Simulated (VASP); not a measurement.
# TePb (Pm-3m) in VASP: further runs

Aim: see how the results for TePb move with the level of theory and the settings. Levels: PBE, PBEsol+D3(BJ), PBEsol+D4. Tasks: single point, relaxation of cell and atoms.

Everything below comes from runs of VASP 6.6.1. Logs are shortened: lines on timing, memory, paths and dates and some standing lists are left out, and cuts for length are marked.

### Step 1. The cell of the first run

The structure is cubic, space group Pm-3m (No. 221). Conventional cell: a = 4.002 Å, b = 4.002 Å, c = 4.002 Å, α = 90.00°, β = 90.00°, γ = 90.00°. Within 4.6 Å of Pb (site symmetry m-3m) lie 8 Te at 3.47 Å and 6 Pb at 4.00 Å. Within 4.6 Å of Te (site symmetry m-3m) lie 8 Pb at 3.47 Å and 6 Te at 4.00 Å.

### Step 2. Single point, PBE

INCAR

```
PREC = Accurate
ENCUT = 520
EDIFF = 1E-7
ISMEAR = 0
SIGMA = 0.026000000000000002
LREAL = F
LASPH = T
NELM = 80
ALGO = Normal
ISIF = 2
LWAVE = F
LCHARG = T
GGA = PE
LELF = T
LVHAR = T
NBANDS = 17
```

KPOINTS

```
Automatic mesh
0
Gamma
  7 7 7
```

POSCAR

```
TePb
1.0
    4.0022870000      0.0000000000      0.0000000000
    0.0000000000      4.0022870000      0.0000000000
    0.0000000000      0.0000000000      4.0022870000
Pb Te
1 1
Direct
    0.0000000000      0.0000000000      0.0000000000
    0.5000000000      0.5000000000      0.5000000000
```

Potentials or basis: VASP PAW PBE potentials, release 64 (Pb_d, Te).

Command:

```sh
> cat potpaw_PBE.64/Pb_d/POTCAR potpaw_PBE.64/Te/POTCAR > POTCAR
> mpirun -np 1 vasp_std > vasp.out
```

OUTCAR:

```text
PREC = Accurate
   ENCUT = 520
   EDIFF = 1E-7
   ISMEAR = 0
   LREAL = F
   LASPH = T
   NELM = 80
   ISIF = 2
   GGA = PE

 ion  position               nearest neighbor table
   1  0.000  0.000  0.000-   2 3.47   2 3.47   2 3.47   2 3.47   2 3.47   2 3.47   2 3.47   2 3.47

   2  0.500  0.500  0.500-   1 3.47   1 3.47   1 3.47   1 3.47   1 3.47   1 3.47   1 3.47   1 3.47

  LATTYP: Found a simple cubic cell.
 ALAT       =     4.0022870000

  Lattice vectors:

 A1 = (   4.0022870000,   0.0000000000,   0.0000000000)
 A2 = (   0.0000000000,   4.0022870000,   0.0000000000)
 A3 = (   0.0000000000,   0.0000000000,   4.0022870000)

Analysis of symmetry for initial positions (statically):
=====================================================================
 Subroutine PRICEL returns:
 Original cell was already a primitive cell.

 Routine SETGRP: Setting up the symmetry group for a
 simple cubic supercell.

 Subroutine GETGRP returns: Found 48 space group operations
 (whereof 48 operations were pure point group operations)
 out of a pool of 48 trial point group operations.

The static configuration has the point symmetry O_h .

Analysis of symmetry for dynamics (positions and initial velocities):
=====================================================================
 Subroutine PRICEL returns:
 Original cell was already a primitive cell.

 Routine SETGRP: Setting up the symmetry group for a
 simple cubic supercell.

 Subroutine GETGRP returns: Found 48 space group operations
 (whereof 48 operations were pure point group operations)
 out of a pool of 48 trial point group operations.

The dynamic configuration has the point symmetry O_h .

 Subroutine INISYM returns: Found 48 space group operations
 (whereof 48 operations are pure point group operations),
 and found     1 'primitive' translations

----------------------------------------------------------------------------------------

                                     Primitive cell

  volume of cell :      64.1098

  direct lattice vectors                    reciprocal lattice vectors
     4.002287000  0.000000000  0.000000000     0.249857144  0.000000000  0.000000000
     0.000000000  4.002287000  0.000000000     0.000000000  0.249857144  0.000000000
     0.000000000  0.000000000  4.002287000     0.000000000  0.000000000  0.249857144

  length of vectors
     4.002287000  4.002287000  4.002287000     0.249857144  0.249857144  0.249857144

  position of ions in fractional coordinates (direct lattice)
     0.000000000  0.000000000  0.000000000
     0.500000000  0.500000000  0.500000000

  ion indices of the primitive-cell ions
   primitive index   ion index
                 1           1
                 2           2

----------------------------------------------------------------------------------------

 KPOINTS: Automatic mesh

Automatic generation of k-mesh.
 Grid dimensions read from file:
 generate k-points for:    7    7    7

 Generating k-lattice:

  Cartesian coordinates                     Fractional coordinates (reciprocal lattice)
     0.035693878  0.000000000  0.000000000     0.142857143  0.000000000  0.000000000
     0.000000000  0.035693878  0.000000000     0.000000000  0.142857143  0.000000000
     0.000000000  0.000000000  0.035693878     0.000000000  0.000000000  0.142857143

  Length of vectors
     0.035693878  0.035693878  0.035693878

  Shift w.r.t. Gamma in fractional coordinates (k-lattice)
     0.000000000  0.000000000  0.000000000

 Subroutine IBZKPT returns following result:
 ===========================================

 Found     20 irreducible k-points:

 Following reciprocal coordinates:
            Coordinates               Weight
  0.000000  0.000000  0.000000      1.000000
  0.142857  0.000000  0.000000      6.000000
  0.285714  0.000000  0.000000      6.000000
  0.428571  0.000000  0.000000      6.000000
  0.142857  0.142857  0.000000     12.000000
  0.285714  0.142857  0.000000     24.000000
[... 12 lines left out ...]
  0.428571  0.428571  0.285714     24.000000
  0.428571  0.428571  0.428571      8.000000
   k-points           NKPTS =     20   k-points in BZ     NKDIM =     20   number of bands    NBANDS=     17
   number of dos      NEDOS =    301   number of ions     NIONS =      2
   total plane-waves  NPLWV =  27000
   dimension x,y,z NGX =    30 NGY =   30 NGZ =   30
   dimension x,y,z NGXF=    60 NGYF=   60 NGZF=   60
   ions per type =               1   1
   NGX,Y,Z   is equivalent  to a cutoff of  12.46, 12.46, 12.46 a.u.
   NGXF,Y,Z  is equivalent  to a cutoff of  24.92, 24.92, 24.92 a.u.
 SYSTEM =  unknown system
   PREC   = accura    normal or accurate (medium, high low for compatibility)
   ISTART =      0    job   : 0-new  1-cont  2-samecut
   ICHARG =      2    charge: 1-file 2-atom 10-const
   ISPIN  =      1    spin polarized calculation?
   LNONCOLLINEAR =      F non collinear calculations
   LSORBIT =      F    spin-orbit coupling
   LASPH  =      T    aspherical Exc in radial PAW
   ENCUT  =  520.0 eV  38.22 Ry    6.18 a.u.   7.44  7.44  7.44*2*pi/ulx,y,z
   NELM   =     80;   NELMIN=  2; NELMDL= -5     # of ELM steps
   EDIFF  = 0.1E-06   stopping-criterion for ELM
   LREAL  =      F    real-space projection
   EDIFFG = 0.1E-05   stopping-criterion for IOM
   NSW    =      0    number of steps for IOM
   IBRION =     -1    ionic relax: 0-MD 1-quasi-New 2-CG
   NFREE  =      0    steps in history (QN), initial steepest desc. (CG)
   ISIF   =      2    stress and relaxation
   ISYM   =      2    0-nonsym 1-usesym 2-fastsym
   POTIM  = 0.5000    time-step for ionic-motion
   TEBEG  =    0.0;   TEEND  =   0.0 temperature during run
   PSTRESS=    0.0 pullay stress
   NELECT =      20.0000    total number of electrons
   NUPDOWN=      -1.0000    fix difference up-down
   EMIN   =  10.00;   EMAX   =-10.00  energy-range for DOS
   EFERMI =   0.00;   METHOD = LEGACY
   ISMEAR =     0;   SIGMA  =   0.03  broadening in eV -4-tet -1-fermi 0-gaus
   EFERMI_NEDOS =   21; number of points for ismear=-14 and -15
   IALGO  =     38    algorithm
   IMIX   =      4    mixing-type and parameters
     AMIX     =   0.40;   BMIX     =  1.00
     AMIX_MAG =   1.60;   BMIX_MAG =  1.00
  volume/ion in A,a.u.               =      32.05       216.32
  Fermi-wavevector in a.u.,A,eV,Ry     =   1.110307  2.098177 16.773027  1.232783
  Thomas-Fermi vector in A             =   2.246857
   LORBIT       =      0    0 simple, 1 ext, 2 COOP (PROOUT), +10 PAW based schemes
   GGA     = PE    functional components
   LHFCALC =     F    Hartree Fock is set to
   AEXX    =    0.0000 exact exchange contribution
   IVDW    =     0    specifies the selected vdW correction
   LEPSILON=     F    determine dielectric tensor
   LRPA    =     F    only Hartree local field effects (RPA)
 non-spin polarized calculation
 Gauss-broadening in eV      SIGMA  =   0.03
  energy-cutoff  :      520.00
  volume of cell :       64.11
 maximum number of plane-waves:      1751
 NGX is ok and might be reduce to    30
   NGX = 15   NGY = 15   NGZ = 15

 number of electron      20.0000009 magnetization

 Free energy of the ion-electron system (eV)
  ---------------------------------------------------
  ext. energy  EPLUGINS =         0.00000000
  ---------------------------------------------------
  free energy    TOTEN  =        -7.05254368 eV

  energy without entropy =       -7.05063432  energy(sigma->0) =       -7.05158900

 E-fermi :   6.3995     XC(G=0):  -9.6816

 val. band max:        6.3976930409   @ k =   0.4286   0.2857   0.0000
 cond. band min:       6.4093710631   @ k =   0.4286   0.4286   0.2857
 fundamental gap:      0.0116780222
 Fermi energy:         6.3994634864

 k-point     1 :       0.0000    0.0000    0.0000
  band No.  band energies     occupation
      1     -10.7852      2.00000
      2     -10.7852      2.00000
      3     -10.7020      2.00000
      4     -10.7020      2.00000
      5     -10.7020      2.00000
      6      -5.7673      2.00000
[... 9 lines left out ...]
     16      16.3460      0.00000
     17      17.4097      0.00000

 k-point     2 :       0.1429    0.0000    0.0000
  band No.  band energies     occupation
      1     -10.7845      2.00000
      2     -10.7722      2.00000
      3     -10.7067      2.00000
      4     -10.7067      2.00000
      5     -10.7016      2.00000
      6      -5.6052      2.00000
[... 9 lines left out ...]
     16      16.4264      0.00000
     17      16.7864      0.00000

 k-point     3 :       0.2857    0.0000    0.0000
  band No.  band energies     occupation
      1     -10.7831      2.00000
      2     -10.7431      2.00000
      3     -10.7174      2.00000
      4     -10.7174      2.00000
      5     -10.7009      2.00000
      6      -5.1452      2.00000
[... 9 lines left out ...]
     16      14.6946      0.00000
     17      16.9725      0.00000

 k-point     4 :       0.4286    0.0000    0.0000
  band No.  band energies     occupation
      1     -10.7818      2.00000
      2     -10.7259      2.00000
      3     -10.7259      2.00000
      4     -10.7197      2.00000
      5     -10.7003      2.00000
      6      -4.5532      2.00000
[... 9 lines left out ...]
     16      16.9771      0.00000
     17      17.8143      0.00000
[... 263 lines left out ...]
      1     -10.7487      2.00000
      2     -10.7425      2.00000
      3     -10.7314      2.00000
      4     -10.7163      2.00000
      5     -10.6925      2.00000
      6      -3.7651      2.00000
[... 9 lines left out ...]
     16      15.9399      0.00000
     17      18.2382      0.00000

 k-point    19 :       0.4286    0.4286    0.2857
  band No.  band energies     occupation
      1     -10.7583      2.00000
      2     -10.7416      2.00000
      3     -10.7409      2.00000
      4     -10.7039      2.00000
      5     -10.6792      2.00000
      6      -3.5400      2.00000
[... 9 lines left out ...]
     16      17.4608      0.00000
     17      18.6434      0.00000

 k-point    20 :       0.4286    0.4286    0.4286
  band No.  band energies     occupation
      1     -10.7537      2.00000
      2     -10.7519      2.00000
      3     -10.7519      2.00000
      4     -10.6787      2.00000
      5     -10.6787      2.00000
      6      -3.3824      2.00000
[... 9 lines left out ...]
     16      18.8128      0.00000
     17      20.8012      0.00000

------------------------ aborting loop because EDIFF is reached ----------------------------------------

  FORCE on cell =-STRESS in cart. coord.  units (eV):
  Direction    XX          YY          ZZ          XY          YZ          ZX
  --------------------------------------------------------------------------------------
  -------------------------------------------------------------------------------------
  Total        0.0170407      0.0170407      0.0170407      0.0000000     -0.0000000     -0.0000000
  in kB        0.4258663      0.4258663      0.4258663      0.0000000     -0.0000000     -0.0000000
  external PRESSURE =       0.4258663 kB  Pullay stress =       0.0000000 kB

 VOLUME and BASIS-vectors are now :
 -----------------------------------------------------------------------------
  energy-cutoff  :      520.00
  volume of cell :       64.11
      direct lattice vectors                 reciprocal lattice vectors
     4.002287000  0.000000000  0.000000000     0.249857144  0.000000000  0.000000000
     0.000000000  4.002287000  0.000000000     0.000000000  0.249857144  0.000000000
     0.000000000  0.000000000  4.002287000     0.000000000  0.000000000  0.249857144

 POSITION                                       TOTAL-FORCE (eV/Angst)
 -----------------------------------------------------------------------------------
      0.00000      0.00000      0.00000         0.000000      0.000000      0.000000
      2.00114      2.00114      2.00114         0.000000      0.000000      0.000000
 -----------------------------------------------------------------------------------
    total drift:                                0.000000     -0.000000     -0.000000

  FREE ENERGIE OF THE ION-ELECTRON SYSTEM (eV)
  ---------------------------------------------------
  free  energy   TOTEN  =        -7.0525436774 eV

  energy  without entropy=       -7.0506343223  energy(sigma->0) =       -7.05158900
```

Wall time 45 s (1 thread of Intel Xeon 8259CL, shared host); peak memory 0.18 GiB.

What came out:

| Quantity | Value |
| --- | --- |
| Free energy | -7.0525 eV |
| Pressure | 0.0 GPa |
| Band gap on the k mesh | zero (bands 10 and 11 overlap by 0.80 eV) |

Levels at points of the mesh, in eV from the Fermi level:
| k point | band 8 | band 9 | band 10 | band 11 | band 12 | band 13 |
| --- | --- | --- | --- | --- | --- | --- |
| (0.00, 0.00, 0.00) | -1.57 | -1.57 | -1.57 | 4.00 | 4.00 | 5.23 |

Caveat: spin-orbit coupling is left out, which moves the levels of the heavy elements.

(Part 1 of 2 ends here.)
